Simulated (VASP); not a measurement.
A run of VASP 6.6.1 is set up as follows.

File INCAR:

```
PREC = Accurate
ENCUT = 520
EDIFF = 1E-7
ISMEAR = 0
SIGMA = 0.1
LREAL = F
LASPH = T
NELM = 150
ALGO = Normal
ISIF = 2
LWAVE = F
LCHARG = F
ISPIN = 2
MAGMOM = 0 0 0 0 0 0 0 1
LORBIT = 11
GGA = PE
NBANDS = 27
```

KPOINTS

```
Automatic mesh
0
Gamma
  6 6 6
```

Contents of POSCAR:

```
Al7N
1.0
    3.7909646764      2.1887144764      2.3939827932
   -3.7909646764      2.1887144764      2.3939827932
    0.0000000000     -4.3774289529      2.3939827932
Al N
7 1
Direct
    0.0634733403      0.6348130559      0.7759001203
    0.6348130559      0.7759001203      0.0634733403
    0.2240998797      0.9365266597      0.3651869441
    0.3651869441      0.2240998797      0.9365266597
    0.7759001203      0.0634733403      0.6348130559
    0.9365266597      0.3651869441      0.2240998797
    0.5000000000      0.5000000000      0.5000000000
    0.0000000000      0.0000000000      0.0000000000
```

Potentials or basis: VASP PAW PBE potentials, release 64 (Al, N).

Command:

```bash
$ cat potpaw_PBE.64/Al/POTCAR potpaw_PBE.64/N/POTCAR > POTCAR
$ mpirun -np 1 vasp_std > vasp.out
```

Task: Predict the largest force.

Result: 0.162 eV/Å.

Task: What does it give for the net moment?

Result: 0.00 μB per cell.

Stress tensor (GPa, compression positive):
```
-0.21  0.00  0.00
 0.00 -0.21  0.00
 0.00  0.00  0.26
```

Caveat: the cell differs from its parent crystal (with an interstitial atom).
